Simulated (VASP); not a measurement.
Runs of VASP 6.6.1 on CuO. It takes space group Cccm (No. 66, orthorhombic). Conventional cell: a = 3.982 Å, b = 4.307 Å, c = 5.156 Å, α = 90.00°, β = 90.00°, γ = 90.00°. Within 2.6 Å of Cu (site symmetry 2/m) lie 4 O at 1.95 Å. O (site symmetry 222) has 4 Cu at 1.95 Å and 2 O at 2.58 Å within 2.6 Å. 

```csv
potentials or basis,k mesh,cutoff (eV),smearing,gap on the mesh (eV),pressure (GPa),moment (μB)
"VASP PAW PBE potentials, release 64 (Cu, O)",8 × 8 × 4,520,gaussian 0.1 eV,none,-4.0,0.00
"VASP PAW PBE potentials, release 64 (Cu, O)",7 × 7 × 4,520,gaussian 0.4 eV,none,(a),0.00
"VASP PAW PBE potentials, release 64 (Cu, O)",12 × 12 × 8,520,gaussian 0.1 eV,none,-4.1,0.00
"VASP PAW PBE potentials, release 64 (Cu_sv_GW, O)",4 × 4 × 4,900,gaussian 0.1 eV,none,-5.2,0.00
```

Alike in all rows: task single point; level r2SCAN; spin collinear, ferromagnetic start; cell as given.

Estimate the missing entries.

(a) -3.9.

Caveats: some runs use coarse meshes; the PAW data sets were made with another functional, which shifts forces and pressure a little; semilocal functionals often make such compounds metallic where correlation or magnetic order opens a gap, which also shifts bond lengths; the cell stands under tension (at least some runs); so wide a smearing shifts energies and pressures (at least some runs).

A gap of «none» marks levels without a gap at the run's occupations.

The runs don't all hold the same shells in valence.
